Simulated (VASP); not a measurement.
# AlN (P6_3mc) in VASP: a series of runs

AlN is run at these levels: PBEsol; tasks: single point.

Everything below comes from runs of VASP 6.6.1. Logs are shortened: lines on timing, memory, paths and dates and some standing lists are left out, and cuts for length are marked.

## (1) The cell of the first run

It takes space group P6_3mc (No. 186, hexagonal). The conventional cell has a = 2.865 Å, b = 2.865 Å, c = 4.784 Å, α = 90.00°, β = 90.00°, γ = 120.00°. Within 2.3 Å of Al (site symmetry 3m) lie 4 N at 1.75 to 1.83 Å. Within 2.3 Å of N (site symmetry 3m) lie 4 Al at 1.75 to 1.83 Å.

## (2) Single point, PBEsol (strain -0.080 along x and y, -0.040 along z)

The input, INCAR:

```
SYSTEM = AlN
  PREC = Accurate
  ENCUT = 600
  EDIFF = 1E-6
  ISMEAR = 0
  SIGMA = 0.05
  LREAL = .False.
  LASPH = .True.
  NELM = 120
  ALGO = Normal
  ISIF = 2
  LWAVE = .False.
  LCHARG = .False.
  GGA = PS
  NBANDS = 16
  GGA_COMPAT = .False.
```

The input, KPOINTS:

```
Automatic mesh
0
Gamma
  12 12 6
  0 0 0
```

The input, POSCAR:

```
AlN
1.0
    2.8645972347      0.0000000000      0.0000000000
   -1.4322986173      2.4808139768      0.0000000000
    0.0000000000      0.0000000000      4.7840798845
Al N
2 2
Direct
    0.3333333333      0.6666666667      0.0015080761
    0.6666666667      0.3333333333      0.5015080761
    0.3333333333      0.6666666667      0.3834919239
    0.6666666667      0.3333333333      0.8834919239
```

Potentials or basis: VASP PAW PBE potentials, release 64 (Al, N).

On the command line:

```console
> cat potpaw_PBE.64/Al/POTCAR potpaw_PBE.64/N/POTCAR > POTCAR
> mpirun -np 1 vasp_std > vasp.out
```

OUTCAR:

```text
SYSTEM = AlN
   PREC = Accurate
   ENCUT = 600
   EDIFF = 1E-6
   ISMEAR = 0
   LREAL = .False.
   LASPH = .True.
   NELM = 120
   ISIF = 2
   GGA = PS

 ion  position               nearest neighbor table
   1  0.333  0.667  0.002-   4 1.75   4 1.75   4 1.75   3 1.83   2 2.91   2 2.91   2 2.91   2 2.91
                             2 2.91   2 2.91
   2  0.667  0.333  0.502-   3 1.75   3 1.75   3 1.75   4 1.83   1 2.91   1 2.91   1 2.91   1 2.91
                             1 2.91   1 2.91
   3  0.333  0.667  0.383-   2 1.75   2 1.75   2 1.75   1 1.83
   4  0.667  0.333  0.883-   1 1.75   1 1.75   1 1.75   2 1.83

  LATTYP: Found a hexagonal cell.
 ALAT       =     2.8645972347
 C/A-ratio  =     1.6700706915

  Lattice vectors:

 A1 = (   2.8645972347,   0.0000000000,   0.0000000000)
 A2 = (  -1.4322986173,   2.4808139768,   0.0000000000)
 A3 = (   0.0000000000,   0.0000000000,   4.7840798845)

Analysis of symmetry for initial positions (statically):
=====================================================================
 Subroutine PRICEL returns:
 Original cell was already a primitive cell.

 Routine SETGRP: Setting up the symmetry group for a
 hexagonal supercell.

 Subroutine GETGRP returns: Found 12 space group operations
 (whereof  6 operations were pure point group operations)
 out of a pool of 24 trial point group operations.

The static configuration has the point symmetry C_3v.
 The point group associated with its full space group is C_6v.

Analysis of symmetry for dynamics (positions and initial velocities):
=====================================================================
 Subroutine PRICEL returns:
 Original cell was already a primitive cell.

 Routine SETGRP: Setting up the symmetry group for a
 hexagonal supercell.

 Subroutine GETGRP returns: Found 12 space group operations
 (whereof  6 operations were pure point group operations)
 out of a pool of 24 trial point group operations.

The dynamic configuration has the point symmetry C_3v.
 The point group associated with its full space group is C_6v.

 Subroutine INISYM returns: Found 12 space group operations
 (whereof  6 operations are pure point group operations),
 and found     1 'primitive' translations

----------------------------------------------------------------------------------------

                                     Primitive cell

  volume of cell :      33.9982

  direct lattice vectors                    reciprocal lattice vectors
     2.864597235  0.000000000  0.000000000     0.349089215  0.201546752  0.000000000
[... 96 lines left out ...]
   ISIF   =      2    stress and relaxation
   ISYM   =      2    0-nonsym 1-usesym 2-fastsym
   POTIM  = 0.5000    time-step for ionic-motion
   TEBEG  =    0.0;   TEEND  =   0.0 temperature during run
   PSTRESS=    0.0 pullay stress
   NELECT =      16.0000    total number of electrons
   NUPDOWN=      -1.0000    fix difference up-down
   EMIN   =  10.00;   EMAX   =-10.00  energy-range for DOS
   EFERMI =   0.00;   METHOD = LEGACY
   ISMEAR =     0;   SIGMA  =   0.05  broadening in eV -4-tet -1-fermi 0-gaus
   EFERMI_NEDOS =   21; number of points for ismear=-14 and -15
   IALGO  =     38    algorithm
   IMIX   =      4    mixing-type and parameters
     AMIX     =   0.40;   BMIX     =  1.00
     AMIX_MAG =   1.60;   BMIX_MAG =  1.00
  volume/ion in A,a.u.               =       8.50        57.36
  Fermi-wavevector in a.u.,A,eV,Ry     =   1.273394  2.406366 22.062282  1.621532
  Thomas-Fermi vector in A             =   2.406220
   LORBIT       =      0    0 simple, 1 ext, 2 COOP (PROOUT), +10 PAW based schemes
   GGA     = PS    functional components
   LHFCALC =     F    Hartree Fock is set to
   AEXX    =    0.0000 exact exchange contribution
   IVDW    =     0    specifies the selected vdW correction
   LEPSILON=     F    determine dielectric tensor
   LRPA    =     F    only Hartree local field effects (RPA)
 non-spin polarized calculation
 Gauss-broadening in eV      SIGMA  =   0.05
  energy-cutoff  :      600.00
  volume of cell :       34.00
 maximum number of plane-waves:      1172
 NGX is ok and might be reduce to    24
   NGX = 11   NGY = 11   NGZ = 19

 number of electron      15.9999997 magnetization

 Free energy of the ion-electron system (eV)
  ---------------------------------------------------
  ext. energy  EPLUGINS =         0.00000000
  ---------------------------------------------------
  free energy    TOTEN  =       -29.89223532 eV

  energy without entropy =      -29.89223532  energy(sigma->0) =      -29.89223532

 E-fermi :   8.3356     XC(G=0): -12.0393

 val. band max:        8.0306087619   @ k =   0.0000   0.0000   0.0000
 cond. band min:      12.9724831794   @ k =   0.3333   0.3333   0.0000
 fundamental gap:      4.9418744175
 Fermi energy:         8.3355731019

 k-point     1 :       0.0000    0.0000    0.0000
  band No.  band energies     occupation
      1      -8.2861      2.00000
      2      -5.6197      2.00000
      3       1.0146      2.00000
      4       7.4651      2.00000
      5       7.4651      2.00000
      6       8.0093      2.00000
[... 433 lines left out ...]
      3       2.5706      2.00000
      4       3.6840      2.00000
      5       4.3378      2.00000
      6       6.4022      2.00000
[... 8 lines left out ...]
     15      22.7381      0.00000
     16      24.8891      0.00000

 [... further k-points ...]

------------------------ aborting loop because EDIFF is reached ----------------------------------------

  FORCE on cell =-STRESS in cart. coord.  units (eV):
  Direction    XX          YY          ZZ          XY          YZ          ZX
  --------------------------------------------------------------------------------------
  -------------------------------------------------------------------------------------
  Total       16.0634874     16.0634874      8.7887828      0.0000000      0.0000000      0.0000000
  in kB      756.9971203    756.9971203    414.1742779      0.0000000      0.0000000      0.0000000
  external PRESSURE =     642.7228395 kB  Pullay stress =       0.0000000 kB

 VOLUME and BASIS-vectors are now :
 -----------------------------------------------------------------------------
  energy-cutoff  :      600.00
  volume of cell :       34.00
      direct lattice vectors                 reciprocal lattice vectors
     2.864597235  0.000000000  0.000000000     0.349089215  0.201546752  0.000000000
    -1.432298617  2.480813977  0.000000000     0.000000000  0.403093505  0.000000000
     0.000000000  0.000000000  4.784079884     0.000000000  0.000000000  0.209026610

 POSITION                                       TOTAL-FORCE (eV/Angst)
 -----------------------------------------------------------------------------------
     -0.00000      1.65388      0.00721        -0.000000     -0.000000      0.979191
      1.43230      0.82694      2.39925        -0.000000      0.000000      0.979191
     -0.00000      1.65388      1.83466         0.000000     -0.000000     -0.979191
      1.43230      0.82694      4.22670        -0.000000      0.000000     -0.979191
 -----------------------------------------------------------------------------------
    total drift:                               -0.000000      0.000000     -0.000386

  FREE ENERGIE OF THE ION-ELECTRON SYSTEM (eV)
  ---------------------------------------------------
  free  energy   TOTEN  =       -29.8922353232 eV

  energy  without entropy=      -29.8922353232  energy(sigma->0) =      -29.89223532
```

OSZICAR:

```text
N       E                     dE             d eps       ncg     rms          rms(c)
DAV:   1     0.492628593199E+02    0.49263E+02   -0.83051E+03  2432   0.103E+03
DAV:   2    -0.319870496592E+02   -0.81250E+02   -0.74512E+02  3416   0.226E+02
DAV:   3    -0.353842076389E+02   -0.33972E+01   -0.33879E+01  3104   0.486E+01
DAV:   4    -0.354018854976E+02   -0.17678E-01   -0.17677E-01  3032   0.371E+00
DAV:   5    -0.354020821566E+02   -0.19666E-03   -0.19666E-03  3096   0.393E-01    0.136E+01
DAV:   6    -0.300185318875E+02    0.53836E+01   -0.99567E+00  3024   0.253E+01    0.503E+00
DAV:   7    -0.299327958080E+02    0.85736E-01   -0.97377E-01  2864   0.715E+00    0.323E+00
DAV:   8    -0.298962348204E+02    0.36561E-01   -0.60365E-02  2888   0.209E+00    0.439E-01
DAV:   9    -0.298920641109E+02    0.41707E-02   -0.96101E-03  3280   0.771E-01    0.223E-01
DAV:  10    -0.298922908178E+02   -0.22671E-03   -0.90172E-04  2736   0.205E-01    0.106E-01
DAV:  11    -0.298922353202E+02    0.55498E-04   -0.12534E-04  3024   0.913E-02    0.157E-02
DAV:  12    -0.298922353232E+02   -0.29875E-08   -0.49170E-06  2864   0.179E-02
   1 F= -.29892235E+02 E0= -.29892235E+02  d E =-.568801E-20
```

stdout:

```text
POSCAR found type information on POSCAR AlN
 POSCAR found :  2 types and       4 ions
 scaLAPACK will be used
 -----------------------------------------------------------------------------
|                                                                             |
|                                                                             |
|     You enforced a specific xc type in the INCAR file but a different       |
|     I HOPE YOU KNOW WHAT YOU ARE DOING!                                     |
|                                                                             |
 -----------------------------------------------------------------------------

 LDA part: xc-table for (Slater+PW92), standard interpolation
 POSCAR, INCAR and KPOINTS ok, starting setup
 FFT: planning ... GRIDC
 FFT: planning ... GRID_SOFT
 FFT: planning ... GRID
 WAVECAR not read
 entering main loop
```

Wall time 42 s (1 thread of Intel Xeon 8259CL, shared host); peak memory 0.18 GiB.

Results:

```
Free energy            : -29.8922 eV
Pressure               : 64.3 GPa
Largest force          : 0.979 eV/Å
Band gap on the k mesh : 4.94 eV (least direct gap 6.15 eV)
```

Forces on the atoms (eV/Å):
```
Al   0.000  0.000  0.979
Al   0.000  0.000  0.979
N    0.000  0.000 -0.979
N    0.000  0.000 -0.979
```

Stress tensor (GPa, compression positive):
```
75.70  0.00  0.00
 0.00 75.70  0.00
 0.00  0.00 41.42
```

Levels at points of the mesh, in eV from the valence-band top:
| k point | band 5 | band 6 | band 7 | band 8 | band 9 | band 10 | band 11 | band 12 |
| --- | --- | --- | --- | --- | --- | --- | --- | --- |
| (0.00, 0.00, 0.00) | -0.57 | -0.02 | 0.00 | 0.00 | 6.15 | 9.13 | 12.25 | 13.19 |
| (0.50, 0.00, 0.00) | -3.69 | -1.98 | -1.95 | -0.57 | 5.96 | 6.84 | 10.14 | 11.65 |
| (0.00, 0.00, 0.50) | -0.29 | -0.29 | -0.29 | -0.29 | 8.66 | 8.66 | 12.01 | 12.01 |
| (0.50, 0.00, 0.50) | -1.52 | -1.52 | -1.35 | -1.35 | 5.88 | 5.88 | 10.54 | 10.54 |

Caveat: the cell differs from its parent crystal (strain -0.080 along x and y, -0.040 along z); the cell stands under pressure; the PAW data sets were made with another functional, which shifts forces and pressure a little. A k mesh can miss the band edges.

## (3) Single point, PBEsol (strain -0.080 along x and y, +0.000 along z)

The input, INCAR:

```
SYSTEM = AlN
ALGO = Normal
EDIFF = 1E-6
ENCUT = 600
GGA = PS
GGA_COMPAT = .False.
ISIF = 2
ISMEAR = 0
LASPH = .True.
LCHARG = .True.
LELF = .True.
LREAL = .False.
LVHAR = .True.
LWAVE = .False.
NBANDS = 16
NELM = 120
PREC = Accurate
SIGMA = 0.05
```

The input, KPOINTS:

```
k-points
0
Gamma
  12 12 6
  0 0 0
```

Edit POSCAR of step 2 so:

```diff
@@ -4,3 +4,3 @@
    -1.4322986173      2.4808139768      0.0000000000
-    0.0000000000      0.0000000000      4.7840798845
+    0.0000000000      0.0000000000      4.9834165464
 Al N
```

Potentials or basis: VASP PAW PBE potentials, release 64 (Al, N).

On the command line:

```console
> cat potpaw_PBE.64/Al/POTCAR potpaw_PBE.64/N/POTCAR > POTCAR
> mpirun -np 1 vasp_std > vasp.out
```

It took 50 s on 1 thread of Intel Xeon 8259CL, shared host; peak memory 0.18 GiB.

It converged, with:

```yaml
Free_energy: -30.1345 eV
Pressure: 50.4 GPa
Largest_force: 1.565 eV/Å
Band_gap_on_the_k_mesh: 4.70 eV (least direct gap 5.46 eV)
```

Forces in eV/Å, atoms in the order of the input:
```
Al   0.000  0.000  1.565
Al   0.000  0.000  1.565
N    0.000  0.000 -1.565
N    0.000  0.000 -1.565
```

Stress tensor (GPa, compression positive):
```
68.48  0.00  0.00
 0.00 68.48  0.00
 0.00  0.00 14.24
```

Levels at points of the mesh, in eV from the valence-band top:
| k point | band 4 | band 5 | band 6 | band 7 | band 8 | band 9 | band 10 | band 11 | band 12 | band 13 |
| --- | --- | --- | --- | --- | --- | --- | --- | --- | --- | --- |
| (0.00, 0.00, 0.00) | -0.46 | -0.46 | -0.32 | 0.00 | 0.00 | 5.46 | 9.12 | 11.56 | 13.18 | 13.25 |
| (0.50, 0.00, 0.00) | -4.83 | -3.64 | -1.99 | -1.84 | -0.65 | 5.53 | 6.81 | 9.64 | 11.04 | 12.26 |
| (0.00, 0.00, 0.50) | -4.02 | -0.24 | -0.24 | -0.24 | -0.24 | 8.29 | 8.29 | 11.43 | 11.43 | 13.62 |
| (0.50, 0.00, 0.50) | -6.19 | -1.68 | -1.68 | -1.30 | -1.30 | 5.46 | 5.46 | 10.20 | 10.20 | 13.38 |

Caveat: the cell differs from its parent crystal (strain -0.080 along x and y, +0.000 along z); the cell stands under pressure; the PAW data sets were made with another functional, which shifts forces and pressure a little.
